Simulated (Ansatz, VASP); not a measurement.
## Si4Ru: VASP beside Ansatz

INCAR

```
PREC = Accurate ; ENCUT = 500
EDIFF = 1E-6 ; ISMEAR = 0
SIGMA = 0.2 ; LREAL = F
LASPH = T ; NELM = 120
ALGO = Normal ; ISIF = 2
LWAVE = F ; LCHARG = F
GGA = PE ; NBANDS = 41
GGA_COMPAT = F
```

The input KPOINTS:

```
Automatic mesh
0
Gamma
  6 6 4
```

POSCAR

```
Si4Ru
1.0
    2.7102169897     -2.7103692237      0.0000000000
   -2.7102169897      0.0000000000     -5.3462689424
    5.4204339794      5.4207384475      0.0000000000
Si Ru
8 2
Direct
    0.6395638380      0.2791276760      0.0697819190
    0.6395638380      0.2791276760      0.5697819190
    0.8604361620      0.7208723240      0.1802180810
    0.8604361620      0.7208723240      0.6802180810
    0.3604361620      0.7208723240      0.4302180810
    0.3604361620      0.7208723240      0.9302180810
    0.1395638380      0.2791276760      0.3197819190
    0.1395638380      0.2791276760      0.8197819190
    1.0000000000      1.0000000000      0.0000000000
    1.0000000000      1.0000000000      0.5000000000
```

Input for Ansatz:

```yaml
crystal:
  lattice:
    - [2.7102169897, -2.7103692237, 0.0]
    - [-2.7102169897, 0.0, -5.3462689424]
    - [5.4204339794, 5.4207384475, 0.0]
  atoms:
    - { symbol: Si, position: [0.639563838, 0.279127676, 0.069781919] }
    - { symbol: Si, position: [0.639563838, 0.279127676, 0.569781919] }
    - { symbol: Si, position: [0.860436162, 0.720872324, 0.180218081] }
    - { symbol: Si, position: [0.860436162, 0.720872324, 0.680218081] }
    - { symbol: Si, position: [0.360436162, 0.720872324, 0.430218081] }
    - { symbol: Si, position: [0.360436162, 0.720872324, 0.930218081] }
    - { symbol: Si, position: [0.139563838, 0.279127676, 0.319781919] }
    - { symbol: Si, position: [0.139563838, 0.279127676, 0.819781919] }
    - { symbol: Ru, position: [1.0, 1.0, 0.0] }
    - { symbol: Ru, position: [1.0, 1.0, 0.5] }
basis:
  ecutwfc: 420
kpoints:
  mp_grid: { grid: [6, 6, 4] }
hamiltonian:
  xc: pbe
scf:
  occupations: { method: gaussian, width: 0.2 }
  lower_state_search: "off"
output:
  forces: true
  stress: true
  eigenvalues: true
```

Alike in both runs: task single point; functional PBE; k mesh 6 × 6 × 4; occupations gaussian, width 0.2 eV; no spin polarisation.

|  | VASP | Ansatz |
| --- | --- | --- |
| version | VASP 6.6.1 | Ansatz 0.2.0 |
| potentials or method | VASP PAW PBE potentials, release 64 (Si, Ru_pv), cutoff 500 eV | scalar-relativistic, plane waves, PAW |
| valence electrons in the cell | 60 | 64 |

Ansatz gave:

| Property | Result |
| --- | --- |
| gap on the k mesh at the Fermi level (eV) | none |
| pressure (GPa) | 0.0 |
| traceless stress, the component that is largest in VASP (GPa) | 0.10 |

Question: Which values does VASP return?

Answer: gap on the k mesh at the Fermi level (eV): none; pressure (GPa): 0.0; traceless stress, the component that is largest in VASP (GPa): 0.08.

A gap of «none» marks a metal or a gap that the smearing closes. With one functional, cell and mesh, what is left measures potentials, basis and numerics. VASP's potentials hold 60 valence electrons a cell and Ansatz's 64, so a difference there can come from the potentials and not from the codes.
